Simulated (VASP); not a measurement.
# HfN (Fm-3m) in VASP: single point with PBEsol

Aim: the single point of HfN with PBEsol.

Everything below comes from runs of VASP 6.6.1. Logs are shortened: lines on timing, memory, paths and dates and some standing lists are left out, and cuts for length are marked.

### 1 The cell of the first run

Symmetry: Fm-3m, No. 225, cubic system. Conventional cell: a = 4.502 Å, b = 4.502 Å, c = 4.502 Å, α = 90.00°, β = 90.00°, γ = 90.00°. Hf (site symmetry m-3m) has 6 N at 2.25 Å within 3.0 Å. Within 3.0 Å of N (site symmetry m-3m) lie 6 Hf at 2.25 Å.

### 2 Single point, PBEsol

Input file INCAR:

```
SYSTEM = HfN
PREC = Accurate
ENCUT = 520
EDIFF = 1E-6
ISMEAR = 0
SIGMA = 0.15
LREAL = .FALSE.
LASPH = .TRUE.
NELM = 100
ALGO = Normal
ISIF = 2
LWAVE = .FALSE.
LCHARG = .FALSE.
GGA = PS
NBANDS = 57
```

Input file KPOINTS:

```
regular mesh
0
G
  21 21 4
  0 0 0
```

Input file POSCAR:

```
HfN
1.0
    2.2507757577     -2.2507757577      0.0000000000
    2.2507757577      0.0000000000     -2.2507757577
    9.0031030306      9.0031030306      9.0031030306
Hf N
6 6
Direct
    1.0000000000      0.0000000000      0.5000000000
    0.3333333333      0.3333333333      0.3333333333
    0.6666666667      0.6666666667      0.6666666667
    1.0000000000      1.0000000000      0.0000000000
    0.3333333333      0.3333333333      0.8333333333
    0.6666666667      0.6666666667      0.1666666667
    0.6666666667      0.6666666667      0.4166666667
    0.0000000000      0.0000000000      0.2500000000
    0.3333333333      0.3333333333      0.5833333333
    0.6666666667      0.6666666667      0.9166666667
    1.0000000000      1.0000000000      0.7500000000
    0.3333333333      0.3333333333      0.0833333333
```

Potentials or basis: VASP PAW PBE potentials, release 64 (Hf_pv, N).

The run is started by

```console
$ cat potpaw_PBE.64/Hf_pv/POTCAR potpaw_PBE.64/N/POTCAR > POTCAR
$ mpirun -np 1 vasp_std > vasp.out
```

OUTCAR:

```text
SYSTEM = HfN
   PREC = Accurate
   ENCUT = 520
   EDIFF = 1E-6
   ISMEAR = 0
   LREAL = .FALSE.
   LASPH = .TRUE.
   NELM = 100
   ISIF = 2
   GGA = PS

 ion  position               nearest neighbor table
   1  0.000  0.000  0.500-   7 2.25   9 2.25   7 2.25   7 2.25   9 2.25   9 2.25   2 3.18   3 3.18
                             2 3.18   3 3.18   2 3.18   3 3.18
   2  0.333  0.333  0.333-   8 2.25   8 2.25   8 2.25   7 2.25   7 2.25   7 2.25   6 3.18   6 3.18
                             6 3.18   1 3.18   1 3.18   1 3.18
   3  0.667  0.667  0.667-  11 2.25  11 2.25  11 2.25   9 2.25   9 2.25   9 2.25   5 3.18   5 3.18
                             5 3.18   1 3.18   1 3.18   1 3.18
   4  0.000  0.000  0.000-  10 2.25  12 2.25  10 2.25  10 2.25  12 2.25  12 2.25   5 3.18   6 3.18
                             5 3.18   6 3.18   5 3.18   6 3.18
   5  0.333  0.333  0.833-  11 2.25  11 2.25  11 2.25  10 2.25  10 2.25  10 2.25   3 3.18   3 3.18
                             3 3.18   4 3.18   4 3.18   4 3.18
   6  0.667  0.667  0.167-   8 2.25   8 2.25   8 2.25  12 2.25  12 2.25  12 2.25   2 3.18   2 3.18
                             2 3.18   4 3.18   4 3.18   4 3.18
   7  0.667  0.667  0.417-   1 2.25   1 2.25   1 2.25   2 2.25   2 2.25   2 2.25
   8  0.000  0.000  0.250-   2 2.25   6 2.25   6 2.25   6 2.25   2 2.25   2 2.25
   9  0.333  0.333  0.583-   1 2.25   1 2.25   1 2.25   3 2.25   3 2.25   3 2.25
  10  0.667  0.667  0.917-   4 2.25   4 2.25   4 2.25   5 2.25   5 2.25   5 2.25
  11  0.000  0.000  0.750-   3 2.25   5 2.25   3 2.25   3 2.25   5 2.25   5 2.25
  12  0.333  0.333  0.083-   4 2.25   4 2.25   4 2.25   6 2.25   6 2.25   6 2.25

  LATTYP: Found a hexagonal cell.
 ALAT       =     3.1830776024
 C/A-ratio  =     4.8989794855

  Lattice vectors:

 A1 = (  -2.2507757577,   0.0000000000,   2.2507757577)
 A2 = (   2.2507757577,  -2.2507757577,   0.0000000000)
 A3 = (   9.0031030306,   9.0031030306,   9.0031030306)

Analysis of symmetry for initial positions (statically):
=====================================================================
 Subroutine PRICEL returns following result:

  LATTYP: Found a face centered cubic cell.
 ALAT       =     4.5015515160

  Lattice vectors:

 A1 = (  -2.2507757581,  -2.2507757579,  -0.0000000002)
 A2 = (  -0.0000000014,  -2.2507757584,   2.2507757570)
 A3 = (  -2.2507757577,   0.0000000000,   2.2507757577)

   6 primitive cells build up your supercell.

 Routine SETGRP: Setting up the symmetry group for a
 hexagonal supercell.

 Subroutine GETGRP returns: Found 12 space group operations
 (whereof 12 operations were pure point group operations)
 out of a pool of 24 trial point group operations.

The static configuration has the point symmetry D_3d.

Analysis of symmetry for dynamics (positions and initial velocities):
[... 138 lines left out ...]
   IALGO  =     38    algorithm
   IMIX   =      4    mixing-type and parameters
     AMIX     =   0.40;   BMIX     =  1.00
     AMIX_MAG =   1.60;   BMIX_MAG =  1.00
  volume/ion in A,a.u.               =      11.40        76.95
  Fermi-wavevector in a.u.,A,eV,Ry     =   1.423737  2.690472 27.579367  2.027026
  Thomas-Fermi vector in A             =   2.544302
   LORBIT       =      0    0 simple, 1 ext, 2 COOP (PROOUT), +10 PAW based schemes
   GGA     = PS    functional components
   LHFCALC =     F    Hartree Fock is set to
   AEXX    =    0.0000 exact exchange contribution
   IVDW    =     0    specifies the selected vdW correction
   LEPSILON=     F    determine dielectric tensor
   LRPA    =     F    only Hartree local field effects (RPA)
 non-spin polarized calculation
 Gauss-broadening in eV      SIGMA  =   0.15
  energy-cutoff  :      520.00
  volume of cell :      136.83
 maximum number of plane-waves:      3716
   NGX = 11   NGY = 11   NGZ = 57

 number of electron      90.0000020 magnetization

 Free energy of the ion-electron system (eV)
  ---------------------------------------------------
  ext. energy  EPLUGINS =         0.00000000
  ---------------------------------------------------
  free energy    TOTEN  =      -137.96991644 eV

  energy without entropy =     -137.92558003  energy(sigma->0) =     -137.94774823

 E-fermi :   8.2924     XC(G=0): -12.9512

 val. band max:        8.2887401553   @ k =   0.1429   0.0000   0.2500
 cond. band min:       8.2959888442   @ k =   0.0952   0.0000   0.0000
 fundamental gap:      0.0072486889
 Fermi energy:         8.2923946607

 k-point     1 :       0.0000    0.0000    0.0000
  band No.  band energies     occupation
      1     -23.7296      2.00000
      2     -23.4965      2.00000
      3     -23.4965      2.00000
      4     -22.9940      2.00000
      5     -22.9940      2.00000
      6     -22.8109      2.00000
[... 1429 lines left out ...]
     56      11.3162      0.00000
     57      11.7553      0.00000

 [... further k-points ...]

------------------------ aborting loop because EDIFF is reached ----------------------------------------

  FORCE on cell =-STRESS in cart. coord.  units (eV):
  Direction    XX          YY          ZZ          XY          YZ          ZX
  --------------------------------------------------------------------------------------
  -------------------------------------------------------------------------------------
  Total       -1.8375784     -1.8375784     -1.8375784     -0.0158013     -0.0158013     -0.0158013
  in kB      -21.5168421    -21.5168421    -21.5168421     -0.1850228     -0.1850228     -0.1850228
  external PRESSURE =     -21.5168421 kB  Pullay stress =       0.0000000 kB

 VOLUME and BASIS-vectors are now :
 -----------------------------------------------------------------------------
  energy-cutoff  :      520.00
  volume of cell :      136.83
      direct lattice vectors                 reciprocal lattice vectors
     2.250775758 -2.250775758  0.000000000     0.148097087 -0.296194174  0.148097087
     2.250775758  0.000000000 -2.250775758     0.148097087  0.148097087 -0.296194174
     9.003103031  9.003103031  9.003103031     0.037024272  0.037024272  0.037024272

 POSITION                                       TOTAL-FORCE (eV/Angst)
 -----------------------------------------------------------------------------------
      4.50155      4.50155      4.50155        -0.000000      0.000000      0.000000
      4.50155      2.25078      2.25078         0.000000     -0.000000     -0.000000
      9.00310      4.50155      4.50155         0.000000      0.000000      0.000000
      0.00000      0.00000      0.00000        -0.000000      0.000000     -0.000000
      9.00310      6.75233      6.75233         0.000000     -0.000000     -0.000000
      4.50155      0.00000      0.00000        -0.000000      0.000000      0.000000
      6.75233      2.25078      2.25078         0.000000     -0.000000     -0.000000
      2.25078      2.25078      2.25078         0.000000     -0.000000     -0.000000
      6.75233      4.50155      4.50155         0.000000      0.000000     -0.000000
     11.25388      6.75233      6.75233        -0.000000      0.000000      0.000000
      6.75233      6.75233      6.75233        -0.000000      0.000000      0.000000
      2.25078     -0.00000     -0.00000         0.000000     -0.000000     -0.000000
 -----------------------------------------------------------------------------------
    total drift:                               -0.000000      0.000000     -0.000000

  FREE ENERGIE OF THE ION-ELECTRON SYSTEM (eV)
  ---------------------------------------------------
  free  energy   TOTEN  =      -137.9699164372 eV

  energy  without entropy=     -137.9255800251  energy(sigma->0) =     -137.94774823
```

stdout:

```text
POSCAR found type information on POSCAR HfN
 POSCAR found :  2 types and      12 ions
 scaLAPACK will be used
 -----------------------------------------------------------------------------
|                                                                             |
|                                                                             |
|     You enforced a specific xc type in the INCAR file but a different       |
|     I HOPE YOU KNOW WHAT YOU ARE DOING!                                     |
|                                                                             |
 -----------------------------------------------------------------------------

 LDA part: xc-table for (Slater+PW92), standard interpolation
 POSCAR, INCAR and KPOINTS ok, starting setup
 FFT: planning ... GRIDC
 FFT: planning ... GRID_SOFT
 FFT: planning ... GRID
 WAVECAR not read
 entering main loop
```

Wall time 15 min (1 thread of AMD EPYC 9R45 (Zen 5), shared host); peak memory 0.94 GiB.

Results:

| Item | Value |
| --- | --- |
| Free energy | -137.9699 eV |
| Pressure | -2.2 GPa |
| Band gap on the k mesh | zero (bands 45 and 46 overlap by 1.82 eV) |

Levels at points of the mesh, in eV from the Fermi level:
| k point | band 42 | band 43 | band 44 | band 45 | band 46 | band 47 | band 48 | band 49 |
| --- | --- | --- | --- | --- | --- | --- | --- | --- |
| (0.00, 0.00, 0.00) | -2.99 | -0.37 | -0.37 | -0.37 | 0.10 | 0.10 | 0.47 | 0.47 |
| (0.00, 0.00, 0.50) | -3.40 | -0.19 | -0.19 | -0.14 | -0.14 | -0.14 | -0.14 | 0.57 |

Caveat: the PAW data sets were made with another functional, which shifts forces and pressure a little; spin-orbit coupling is left out, which moves the levels of the heavy elements.
